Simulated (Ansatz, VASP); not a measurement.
## Two plane-wave programs on GaN

INCAR

```
SYSTEM = GaN
ALGO = Normal ; EDIFF = 1E-7
ENCUT = 520 ; GGA = PE
ISIF = 2 ; ISMEAR = 0
LASPH = .TRUE. ; LCHARG = .FALSE.
LREAL = .FALSE. ; LWAVE = .FALSE.
NBANDS = 16 ; NELM = 100
PREC = Accurate ; SIGMA = 0.05
```

File KPOINTS:

```
k-points
0
G
  14 14 14
  0 0 0
```

File POSCAR:

```
GaN
1.0
    0.0000000000      2.1345730772      2.1345730772
    2.1345730772      0.0000000000      2.1345730772
    2.1345730772      2.1345730772      0.0000000000
Ga N
1 1
Direct
    0.0000000000      0.0000000000      0.0000000000
    0.5000000000      0.5000000000      0.5000000000
```

Input for Ansatz:

```yaml
crystal:
  lattice:
    - [0.0, 2.1345730772, 2.1345730772]
    - [2.1345730772, 0.0, 2.1345730772]
    - [2.1345730772, 2.1345730772, 0.0]
  atoms:
    - { symbol: Ga, position: [0.0, 0.0, 0.0] }
    - { symbol: "N", position: [0.5, 0.5, 0.5] }
basis:
  ecutwfc: 420
kpoints:
  mp_grid: { grid: [14, 14, 14] }
hamiltonian:
  xc: pbe
scf:
  occupations: { method: gaussian, width: 0.05 }
output:
  forces: true
  stress: true
  eigenvalues: true
```

Alike in both runs: task single point; functional PBE; k mesh 14 × 14 × 14; occupations gaussian, width 0.05 eV; no spin polarisation.

|  | VASP | Ansatz |
| --- | --- | --- |
| version | VASP 6.6.1 | Ansatz 0.2.0 |
| potentials or method | VASP PAW PBE potentials, release 64 (Ga_d, N), cutoff 520 eV | scalar-relativistic, plane waves, PAW |
| valence electrons in the cell | 18 | 18 |

Ansatz gave:

| Item | Value |
| --- | --- |
| gap on the k mesh at the Fermi level (eV) | 0.41 |
| least direct gap on the mesh (eV) | 2.37 |
| pressure (GPa) | -0.1 |

Estimate VASP's values.

gap on the k mesh at the Fermi level (eV): 0.40; least direct gap on the mesh (eV): 2.38; pressure (GPa): 0.6.

The functional is the same, so the differences come from potentials, cutoffs and numerics.
